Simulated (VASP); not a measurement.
# GaAs (F-43m) in VASP: a series of runs

The runs below take GaAs through single point, relaxation of cell and atoms, with LDA.

Program: VASP 6.6.1. These are calculated values, not measurements. Logs are shortened: lines on timing, memory, paths and dates and some standing lists are left out, and cuts for length are marked.

## 1. The cell of the first run

It takes space group F-43m (No. 216, cubic). Conventional cell: a = 5.603 Å, b = 5.603 Å, c = 5.603 Å, α = 90.00°, β = 90.00°, γ = 90.00°. Ga (site symmetry -43m) has 4 As at 2.43 Å within 3.2 Å. As (site symmetry -43m) has 4 Ga at 2.43 Å within 3.2 Å.

## 2. Single point, LDA

INCAR reads:

```
SYSTEM = GaAs
PREC = Accurate ; ENCUT = 520
EDIFF = 1E-7 ; ISMEAR = 0
SIGMA = 0.02 ; LREAL = .FALSE.
LASPH = .TRUE. ; NELM = 100
ALGO = Normal ; ISIF = 2
LWAVE = .FALSE. ; LCHARG = .TRUE.
GGA = CA ; LELF = .TRUE.
LVHAR = .TRUE. ; NBANDS = 16
```

KPOINTS reads:

```
Automatic mesh
0
G
  18 18 18
  0 0 0
```

POSCAR reads:

```
GaAs
1.0
    0.0000000000      2.8017155356      2.8017155356
    2.8017155356      0.0000000000      2.8017155356
    2.8017155356      2.8017155356      0.0000000000
Ga As
1 1
Direct
    0.0000000000      0.0000000000      0.0000000000
    0.2500000000      0.2500000000      0.2500000000
```

Potentials or basis: VASP PAW LDA potentials, release 64 (Ga_d, As).

Launch:

```sh
$ cat potpaw_LDA.64/Ga_d/POTCAR potpaw_LDA.64/As/POTCAR > POTCAR
$ mpirun -np 1 vasp_std > vasp.out
```

OUTCAR:

```text
SYSTEM = GaAs
   PREC = Accurate
   ENCUT = 520
   EDIFF = 1E-7
   ISMEAR = 0
   LREAL = .FALSE.
   LASPH = .TRUE.
   NELM = 100
   ISIF = 2
   GGA = CA

 ion  position               nearest neighbor table
   1  0.000  0.000  0.000-   2 2.43   2 2.43   2 2.43   2 2.43
   2  0.250  0.250  0.250-   1 2.43   1 2.43   1 2.43   1 2.43

  LATTYP: Found a face centered cubic cell.
 ALAT       =     5.6034310712

  Lattice vectors:

 A1 = (   0.0000000000,   2.8017155356,   2.8017155356)
 A2 = (   2.8017155356,   0.0000000000,   2.8017155356)
 A3 = (   2.8017155356,   2.8017155356,   0.0000000000)

Analysis of symmetry for initial positions (statically):
=====================================================================
 Subroutine PRICEL returns:
 Original cell was already a primitive cell.

 Routine SETGRP: Setting up the symmetry group for a
 face centered cubic supercell.

 Subroutine GETGRP returns: Found 24 space group operations
 (whereof 24 operations were pure point group operations)
 out of a pool of 48 trial point group operations.

The static configuration has the point symmetry T_d .

Analysis of symmetry for dynamics (positions and initial velocities):
=====================================================================
 Subroutine PRICEL returns:
 Original cell was already a primitive cell.

 Routine SETGRP: Setting up the symmetry group for a
 face centered cubic supercell.

 Subroutine GETGRP returns: Found 24 space group operations
 (whereof 24 operations were pure point group operations)
 out of a pool of 48 trial point group operations.

The dynamic configuration has the point symmetry T_d .

 Subroutine INISYM returns: Found 24 space group operations
 (whereof 24 operations are pure point group operations),
 and found     1 'primitive' translations

----------------------------------------------------------------------------------------

                                     Primitive cell

  volume of cell :      43.9847

  direct lattice vectors                    reciprocal lattice vectors
     0.000000000  2.801715536  2.801715536    -0.178462086  0.178462086  0.178462086
     2.801715536  0.000000000  2.801715536     0.178462086 -0.178462086  0.178462086
     2.801715536  2.801715536  0.000000000     0.178462086  0.178462086 -0.178462086

  length of vectors
     3.962224108  3.962224108  3.962224108     0.309105401  0.309105401  0.309105401

[... 73 lines left out ...]
   ICHARG =      2    charge: 1-file 2-atom 10-const
   ISPIN  =      1    spin polarized calculation?
   LNONCOLLINEAR =      F non collinear calculations
   LSORBIT =      F    spin-orbit coupling
   LASPH  =      T    aspherical Exc in radial PAW
   ENCUT  =  520.0 eV  38.22 Ry    6.18 a.u.   7.37  7.37  7.37*2*pi/ulx,y,z
   NELM   =    100;   NELMIN=  2; NELMDL= -5     # of ELM steps
   EDIFF  = 0.1E-06   stopping-criterion for ELM
   LREAL  =      F    real-space projection
   EDIFFG = 0.1E-05   stopping-criterion for IOM
   NSW    =      0    number of steps for IOM
   IBRION =     -1    ionic relax: 0-MD 1-quasi-New 2-CG
   NFREE  =      0    steps in history (QN), initial steepest desc. (CG)
   ISIF   =      2    stress and relaxation
   ISYM   =      2    0-nonsym 1-usesym 2-fastsym
   POTIM  = 0.5000    time-step for ionic-motion
   TEBEG  =    0.0;   TEEND  =   0.0 temperature during run
   PSTRESS=    0.0 pullay stress
   NELECT =      18.0000    total number of electrons
   NUPDOWN=      -1.0000    fix difference up-down
   EMIN   =  10.00;   EMAX   =-10.00  energy-range for DOS
   EFERMI =   0.00;   METHOD = LEGACY
   ISMEAR =     0;   SIGMA  =   0.02  broadening in eV -4-tet -1-fermi 0-gaus
   EFERMI_NEDOS =   21; number of points for ismear=-14 and -15
   IALGO  =     38    algorithm
   IMIX   =      4    mixing-type and parameters
     AMIX     =   0.40;   BMIX     =  1.00
     AMIX_MAG =   1.60;   BMIX_MAG =  1.00
  volume/ion in A,a.u.               =      21.99       148.41
  Fermi-wavevector in a.u.,A,eV,Ry     =   1.215435  2.296839 20.099635  1.477281
  Thomas-Fermi vector in A             =   2.350822
   LORBIT       =      0    0 simple, 1 ext, 2 COOP (PROOUT), +10 PAW based schemes
   GGA     = CA    functional components
   LHFCALC =     F    Hartree Fock is set to
   AEXX    =    0.0000 exact exchange contribution
   IVDW    =     0    specifies the selected vdW correction
   LEPSILON=     F    determine dielectric tensor
   LRPA    =     F    only Hartree local field effects (RPA)
 non-spin polarized calculation
 Gauss-broadening in eV      SIGMA  =   0.02
  energy-cutoff  :      520.00
  volume of cell :       43.98
 maximum number of plane-waves:      1243
 NGX is ok and might be reduce to    30
   NGX = 15   NGY = 15   NGZ = 15

 number of electron      18.0000013 magnetization

 Free energy of the ion-electron system (eV)
  ---------------------------------------------------
  ext. energy  EPLUGINS =         0.00000000
  ---------------------------------------------------
  free energy    TOTEN  =        -9.64244475 eV

  energy without entropy =       -9.64244475  energy(sigma->0) =       -9.64244475

 E-fermi :   4.2242     XC(G=0): -10.0312

 val. band max:        4.0590444375   @ k =   0.0000   0.0000   0.0000
 cond. band min:       4.5944952507   @ k =   0.0000   0.0000   0.0000
 fundamental gap:      0.5354508133
 Fermi energy:         4.2241812954

 k-point     1 :       0.0000    0.0000    0.0000
  band No.  band energies     occupation
      1     -10.9181      2.00000
      2     -10.9181      2.00000
      3     -10.9181      2.00000
      4     -10.8332      2.00000
      5     -10.8332      2.00000
      6      -8.9004      2.00000
[... 433 lines left out ...]
      3     -10.9047      2.00000
      4     -10.8346      2.00000
      5     -10.8317      2.00000
      6      -8.1988      2.00000
[... 8 lines left out ...]
     15      12.9665      0.00000
     16      13.8188      0.00000

 [... further k-points ...]
[... 5 lines left out ...]
  --------------------------------------------------------------------------------------
  -------------------------------------------------------------------------------------
  Total        0.0882191      0.0882191      0.0882191      0.0000000      0.0000000     -0.0000000
  in kB        3.2134449      3.2134449      3.2134449      0.0000000      0.0000000     -0.0000000
  external PRESSURE =       3.2134449 kB  Pullay stress =       0.0000000 kB

 VOLUME and BASIS-vectors are now :
 -----------------------------------------------------------------------------
  energy-cutoff  :      520.00
  volume of cell :       43.98
      direct lattice vectors                 reciprocal lattice vectors
     0.000000000  2.801715536  2.801715536    -0.178462086  0.178462086  0.178462086
     2.801715536  0.000000000  2.801715536     0.178462086 -0.178462086  0.178462086
     2.801715536  2.801715536  0.000000000     0.178462086  0.178462086 -0.178462086

 POSITION                                       TOTAL-FORCE (eV/Angst)
 -----------------------------------------------------------------------------------
      0.00000      0.00000      0.00000        -0.000000     -0.000000     -0.000000
      1.40086      1.40086      1.40086         0.000000      0.000000      0.000000
 -----------------------------------------------------------------------------------
    total drift:                               -0.000001     -0.000001     -0.000000

  FREE ENERGIE OF THE ION-ELECTRON SYSTEM (eV)
  ---------------------------------------------------
  free  energy   TOTEN  =        -9.6424447521 eV

  energy  without entropy=       -9.6424447521  energy(sigma->0) =       -9.64244475
```

OSZICAR:

```text
N       E                     dE             d eps       ncg     rms          rms(c)
DAV:   1     0.825227293319E+02    0.82523E+02   -0.89381E+03  6392   0.156E+03
DAV:   2    -0.320354201641E+01   -0.85726E+02   -0.81665E+02  7160   0.313E+02
DAV:   3    -0.977361053041E+01   -0.65701E+01   -0.65490E+01  7560   0.665E+01
DAV:   4    -0.987552656537E+01   -0.10192E+00   -0.10189E+00  7648   0.920E+00
DAV:   5    -0.987694541214E+01   -0.14188E-02   -0.14188E-02  7768   0.987E-01    0.308E+00
DAV:   6    -0.968826696484E+01    0.18868E+00   -0.21776E-01  9704   0.832E+00    0.180E+00
DAV:   7    -0.964565447900E+01    0.42612E-01   -0.65086E-02  8856   0.191E+00    0.524E-01
DAV:   8    -0.964246687543E+01    0.31876E-02   -0.90397E-03  7648   0.104E+00    0.112E-01
DAV:   9    -0.964243487174E+01    0.32004E-04   -0.68028E-04  7744   0.317E-01    0.404E-02
DAV:  10    -0.964244008216E+01   -0.52104E-05   -0.42223E-05  9504   0.717E-02    0.212E-02
DAV:  11    -0.964244488953E+01   -0.48074E-05   -0.70559E-06  7168   0.406E-02    0.279E-03
DAV:  12    -0.964244475067E+01    0.13886E-06   -0.55628E-07  7832   0.111E-02    0.208E-03
DAV:  13    -0.964244475212E+01   -0.14552E-08   -0.77867E-08  5768   0.238E-03
   1 F= -.96424448E+01 E0= -.96424448E+01  d E =-.143048E-34
```

stdout:

```text
POSCAR found type information on POSCAR GaAs
 POSCAR found :  2 types and       2 ions
 scaLAPACK will be used
 LDA part: xc-table for (Slater(with rela. corr.)+CA(PZ))
 , standard interpolation
 POSCAR, INCAR and KPOINTS ok, starting setup
 FFT: planning ... GRIDC
 FFT: planning ... GRID_SOFT
 FFT: planning ... GRID
 WAVECAR not read
 entering main loop
```

Run time: 67 s. Hardware: 1 thread of Intel Xeon 6975P-C (Granite Rapids), shared host; peak memory 0.26 GiB.

Results:

```yaml
Free_energy: -9.6424 eV
Pressure: 0.3 GPa
Band_gap_on_the_k_mesh: 0.54 eV, direct
```

Levels at points of the mesh, in eV from the valence-band top:
```tsv
k point	band 5	band 6	band 7	band 8	band 9	band 10	band 11	band 12	band 13	band 14
(0.00, 0.00, 0.00)	-14.89	-12.96	0.00	0.00	0.00	0.54	3.68	3.68	3.68	7.43
(0.50, 0.00, 0.00)	-14.89	-11.11	-6.84	-1.19	-1.19	0.94	4.59	4.59	7.59	10.41
(0.50, 0.50, 0.00)	-14.88	-10.34	-7.00	-2.79	-2.79	1.29	1.54	10.26	10.26	11.04
```

## 3. Relaxation of cell and atoms, LDA

This run uses another cell than the first one, of 22.07 Å³/atom, 1.004 times its volume.

INCAR reads:

```
PREC = Accurate
ENCUT = 600
EDIFF = 1E-7
ISMEAR = 0
SIGMA = 0.02
LREAL = False
LASPH = True
NELM = 80
ALGO = Normal
ISIF = 3
LWAVE = False
LCHARG = False
IBRION = 2
NSW = 80
EDIFFG = -0.005
```

KPOINTS reads:

```
regular mesh
0
Gamma
  18 18 18
```

POSCAR reads:

```
GaAs
1.0
    0.0000000000      2.8050000000      2.8050000000
    2.8050000000      0.0000000000      2.8050000000
    2.8050000000      2.8050000000      0.0000000000
Ga As
1 1
Direct
    0.0000000000      0.0000000000      0.0000000000
    0.2500000000      0.2500000000      0.2500000000
```

Potentials or basis: VASP PAW LDA potentials, release 64 (Ga_d, As).

Launch:

```sh
$ cat potpaw_LDA.64/Ga_d/POTCAR potpaw_LDA.64/As/POTCAR > POTCAR
$ mpirun -np 1 vasp_std > vasp.out
```

It took 59 s on 1 thread of Intel Xeon 6975P-C (Granite Rapids), shared host; peak memory 0.28 GiB.

The run converged. Its results:

```
Free energy                            : -9.6425 eV
Relaxed volume                         : 22.09 Å³/atom
Relaxed cell                           : a = 3.968 Å, b = 3.968 Å, c = 3.968 Å, α = 60.00°, β = 60.00°, γ = 60.00°
Space group after relaxing (to 0.05 Å) : F-43m (No. 216)
Energy gained by relaxing              : 0.0 meV/atom
Ionic steps                            : 2
Pressure after relaxing                : 0.0 GPa
Band gap on the k mesh                 : 0.50 eV, direct
```

Final structure:
```
CELL_PARAMETERS angstrom
0.00000 2.80584 2.80584
2.80584 0.00000 2.80584
2.80584 2.80584 0.00000
ATOMIC_POSITIONS crystal
Ga 0.00000 0.00000 0.00000
As 0.25000 0.25000 0.25000
```

Levels at points of the mesh, in eV from the valence-band top:
| k point | band 5 | band 6 | band 7 | band 8 | band 9 | band 10 | band 11 | band 12 | band 13 |
| --- | --- | --- | --- | --- | --- | --- | --- | --- | --- |
| (0.00, 0.00, 0.00) | -14.89 | -12.93 | 0.00 | 0.00 | 0.00 | 0.50 | 3.68 | 3.68 | 3.68 |
| (0.50, 0.00, 0.00) | -14.88 | -11.09 | -6.81 | -1.18 | -1.18 | 0.93 | 4.59 | 4.59 | 7.59 |
| (0.50, 0.50, 0.00) | -14.87 | -10.32 | -6.98 | -2.77 | -2.77 | 1.30 | 1.54 | 10.22 | 10.22 |
